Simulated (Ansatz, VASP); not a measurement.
**Cr: VASP beside Ansatz**

Contents of INCAR:

```
PREC = Accurate
ENCUT = 600
EDIFF = 1E-7
ISMEAR = 0
SIGMA = 0.1
LREAL = F
LASPH = T
NELM = 80
ALGO = Fast
ISIF = 3
LWAVE = F
LCHARG = F
GGA = PE
IBRION = 2
NSW = 80
EDIFFG = -0.01
```

Contents of KPOINTS:

```
Automatic mesh
0
Gamma
  20 20 20
```

The input POSCAR:

```
Cr
1.0
    0.0000000000      2.0149370471      2.0149309204
    1.4247826087      0.0000000000      2.0149309204
    1.4247826087      2.0149370471      0.0000000000
Cr
1
Direct
    0.0000000000      0.0000000000      0.0000000000
```

Input for Ansatz:

```yaml
crystal:
  lattice:
    - [0.0, 2.0149370471, 2.0149309204]
    - [1.4247826087, 0.0, 2.0149309204]
    - [1.4247826087, 2.0149370471, 0.0]
  atoms:
    - { symbol: Cr, position: [0.0, 0.0, 0.0] }
basis:
  ecutwfc: 420
kpoints:
  mp_grid: { grid: [20, 20, 20] }
hamiltonian:
  xc: pbe
scf:
  occupations: { method: gaussian, width: 0.1 }
output:
  forces: true
  stress: true
  eigenvalues: true
relax:
  adjacent_minimum: "off"
  f_tol: 0.01
  max_steps: 60
  cell: { stress_tol: 0.1 }
```

Alike in both runs: task relaxation of cell and atoms; functional PBE; k mesh 20 × 20 × 20; occupations gaussian, width 0.1 eV; no spin polarisation.

|  | VASP | Ansatz |
| --- | --- | --- |
| version | VASP 6.6.1 | Ansatz 0.2.0 |
| potentials or method | VASP PAW PBE potentials, release 64 (Cr_pv), cutoff 600 eV | scalar-relativistic, plane waves, PAW |
| valence electrons in the cell | 12 | 14 |

Ansatz gave:

* gap on the k mesh at the Fermi level, each at its own relaxed structure (eV): none
* relaxed volume (Å³/atom): 11.55
* relaxed length of the cell vector where the two differ most in proportion (Å): 2.848

Q: What did VASP give for the same quantities?

A: gap on the k mesh at the Fermi level, each at its own relaxed structure (eV): none; relaxed volume (Å³/atom): 11.52; relaxed length of the cell vector where the two differ most in proportion (Å): 2.846.

A gap of «none» marks a metal or a gap that the smearing closes. VASP's potentials hold 12 valence electrons a cell and Ansatz's 14, so a difference there can come from the potentials and not from the codes. Ansatz's warnings: near symmetry operations not taken, structure snapped to symmetry.
